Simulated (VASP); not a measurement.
# MgO (Periclase) (Fm-3m) in VASP: a series of runs, part 2 of 2

VASP 6.6.1. The steps go on from the part before.

### Step 4. Single point, PBEsol

The input, INCAR:

```
SYSTEM = MgO
PREC     = Accurate       ! precision mode
ENCUT    = 600            ! plane-wave cutoff, eV
EDIFF    = 1E-6           ! SCF threshold, eV
ISMEAR   = -1             ! smearing method
SIGMA    = 0.02           ! smearing width, eV
LREAL    = .FALSE.        ! projectors in reciprocal space
LASPH    = .TRUE.         ! aspherical terms in the spheres
NELM     = 120            ! most SCF steps
ALGO     = Normal         ! electronic algorithm
ISIF     = 2              ! what is computed and relaxed
LWAVE    = .FALSE.        ! write WAVECAR
LCHARG   = .FALSE.        ! write CHGCAR
GGA      = PS             ! functional
NBANDS   = 11             ! bands
GGA_COMPAT= .FALSE.
```

The input, KPOINTS:

```
regular mesh
0
G
  8 8 8
  0 0 0
```

The input, POSCAR:

```
MgO
1.0
    2.9818690000      0.0000000000      0.0000000000
    1.4909345000      2.5823743048      0.0000000000
    1.4909345000      0.8607914349      2.4346858433
Mg O
1 1
Direct
    0.0000000000      0.0000000000      0.0000000000
    0.5000000000      0.5000000000      0.5000000000
```

Potentials or basis: VASP PAW PBE potentials, release 64 (Mg, O).

Run with:

```console
$ cat potpaw_PBE.64/Mg/POTCAR potpaw_PBE.64/O/POTCAR > POTCAR
$ mpirun -np 1 vasp_std > vasp.out
```

OUTCAR:

```text
SYSTEM = MgO
   PREC = Accurate
   ENCUT = 600
   EDIFF = 1E-6
   ISMEAR = -1
   LREAL = .FALSE.
   LASPH = .TRUE.
   NELM = 120
   ISIF = 2
   GGA = PS

 ion  position               nearest neighbor table
   1  0.000  0.000  0.000-   2 2.11   2 2.11   2 2.11   2 2.11   2 2.11   2 2.11
   2  0.500  0.500  0.500-   1 2.11   1 2.11   1 2.11   1 2.11   1 2.11   1 2.11

  LATTYP: Found a face centered cubic cell.
 ALAT       =     4.2169995811

  Lattice vectors:

 A1 = (   2.9818690000,   0.0000000000,   0.0000000000)
 A2 = (   1.4909345000,   2.5823743048,   0.0000000000)
 A3 = (   1.4909345000,   0.8607914349,   2.4346858433)

Analysis of symmetry for initial positions (statically):
=====================================================================
 Subroutine PRICEL returns:
 Original cell was already a primitive cell.

 Routine SETGRP: Setting up the symmetry group for a
 face centered cubic supercell.

 Subroutine GETGRP returns: Found 48 space group operations
 (whereof 48 operations were pure point group operations)
 out of a pool of 48 trial point group operations.

The static configuration has the point symmetry O_h .

Analysis of symmetry for dynamics (positions and initial velocities):
=====================================================================
 Subroutine PRICEL returns:
 Original cell was already a primitive cell.

 Routine SETGRP: Setting up the symmetry group for a
 face centered cubic supercell.

 Subroutine GETGRP returns: Found 48 space group operations
 (whereof 48 operations were pure point group operations)
 out of a pool of 48 trial point group operations.

The dynamic configuration has the point symmetry O_h .

 Subroutine INISYM returns: Found 48 space group operations
 (whereof 48 operations are pure point group operations),
 and found     1 'primitive' translations

----------------------------------------------------------------------------------------
[... 113 lines left out ...]
     AMIX_MAG =   1.60;   BMIX_MAG =  1.00
  volume/ion in A,a.u.               =       9.37        63.26
  Fermi-wavevector in a.u.,A,eV,Ry     =   1.232503  2.329093 20.668111  1.519063
  Thomas-Fermi vector in A             =   2.367270
   LORBIT       =      0    0 simple, 1 ext, 2 COOP (PROOUT), +10 PAW based schemes
   GGA     = PS    functional components
   LHFCALC =     F    Hartree Fock is set to
   AEXX    =    0.0000 exact exchange contribution
   IVDW    =     0    specifies the selected vdW correction
   LEPSILON=     F    determine dielectric tensor
   LRPA    =     F    only Hartree local field effects (RPA)
 non-spin polarized calculation
  energy-cutoff  :      600.00
  volume of cell :       18.75
 maximum number of plane-waves:       638
   NGX = 11   NGY = 11   NGZ = 11

 number of electron       8.0000005 magnetization

 Free energy of the ion-electron system (eV)
  ---------------------------------------------------
  ext. energy  EPLUGINS =         0.00000000
  ---------------------------------------------------
  free energy    TOTEN  =       -12.51533352 eV

  energy without entropy =      -12.51533352  energy(sigma->0) =      -12.51533352

 E-fermi :   3.5247     XC(G=0): -11.2930

 val. band max:        3.0392432082   @ k =   0.0000   0.0000   0.0000
 cond. band min:       7.6409215373   @ k =   0.0000   0.0000   0.0000
 fundamental gap:      4.6016783291
 Fermi energy:         3.5246520982

 k-point     1 :       0.0000    0.0000    0.0000
  band No.  band energies     occupation
      1     -14.1476      2.00000
      2       3.0392      2.00000
      3       3.0392      2.00000
      4       3.0392      2.00000
      5       7.6409      0.00000
      6      18.6539      0.00000
      7      18.6539      0.00000
      8      18.6539      0.00000
      9      22.4867      0.00000
     10      24.3666      0.00000
     11      24.3666      0.00000
[... 309 lines left out ...]
 k-point    24 :      -0.3750    0.2500    0.1250
  band No.  band energies     occupation
      1     -12.6894      2.00000
      2      -1.0048      2.00000
      3       1.0790      2.00000
      4       2.0427      2.00000
      5      12.5462      0.00000
      6      15.0857      0.00000
      7      16.3820      0.00000
      8      19.7682      0.00000
      9      23.3752      0.00000
     10      24.9187      0.00000
     11      29.0061      0.00000

 [... further k-points ...]
[... 5 lines left out ...]
  --------------------------------------------------------------------------------------
  -------------------------------------------------------------------------------------
  Total       -0.1227965     -0.1227965     -0.1227965      0.0000000      0.0000000     -0.0000000
  in kB      -10.4941189    -10.4941189    -10.4941189      0.0000000      0.0000000     -0.0000000
  external PRESSURE =     -10.4941189 kB  Pullay stress =       0.0000000 kB

 VOLUME and BASIS-vectors are now :
 -----------------------------------------------------------------------------
  energy-cutoff  :      600.00
  volume of cell :       18.75
      direct lattice vectors                 reciprocal lattice vectors
     2.981869000  0.000000000  0.000000000     0.335360138 -0.193620266 -0.136910203
     1.490934500  2.582374305  0.000000000     0.000000000  0.387240532 -0.136910203
     1.490934500  0.860791435  2.434685843     0.000000000  0.000000000  0.410730609

 POSITION                                       TOTAL-FORCE (eV/Angst)
 -----------------------------------------------------------------------------------
      0.00000      0.00000      0.00000        -0.000000     -0.000000      0.000000
      2.98187      1.72158      1.21734         0.000000      0.000000      0.000000
 -----------------------------------------------------------------------------------
    total drift:                                0.000000      0.000000     -0.000000

  FREE ENERGIE OF THE ION-ELECTRON SYSTEM (eV)
  ---------------------------------------------------
  free  energy   TOTEN  =       -12.5153335159 eV

  energy  without entropy=      -12.5153335159  energy(sigma->0) =      -12.51533352
```

Run time: 13 s. Hardware: 1 thread of AMD EPYC 7R13, shared host; peak memory 0.11 GiB.

What came out:

* Free energy: -12.5153 eV
* Pressure: -1.0 GPa
* Band gap on the k mesh: 4.60 eV, direct

Caveat: the PAW data sets were made with another functional, which shifts forces and pressure a little.

### Step 5. Summary

| level | potentials or basis | gap on the mesh (eV) | pressure (GPa) |
| --- | --- | --- | --- |
| PBE | VASP PAW PBE potentials, release 64 (Mg, O) | 4.69 | 3.1 |
| LDA | VASP PAW LDA potentials, release 64 (Mg, O) | 4.62 | -8.5 |
| PBEsol | VASP PAW PBE potentials, release 64 (Mg, O) | 4.60 | -1.0 |

Alike in all rows: task single point; no spin polarisation; cell as given; k mesh 8 × 8 × 8; cutoff (eV) 600; smearing fermi-dirac 0.02 eV.

Caveats: the PAW data sets were made with another functional, which shifts forces and pressure a little (some runs).

Total energies depend on the potentials used, so only differences within one code and one set of settings carry meaning.

### Step 6. How close it comes

Step 4. A measured gap of MgO is 7.83 eV (quoted in “Electronic structure of alkaline earth and post-transition metal oxides”, 2009, arxiv:0908.1581); the calculated 4.60 eV misses it by -3.23 eV. The value is that of PBEsol, without temperature or zero-point motion. Semilocal functionals fall short of measured gaps as a rule.
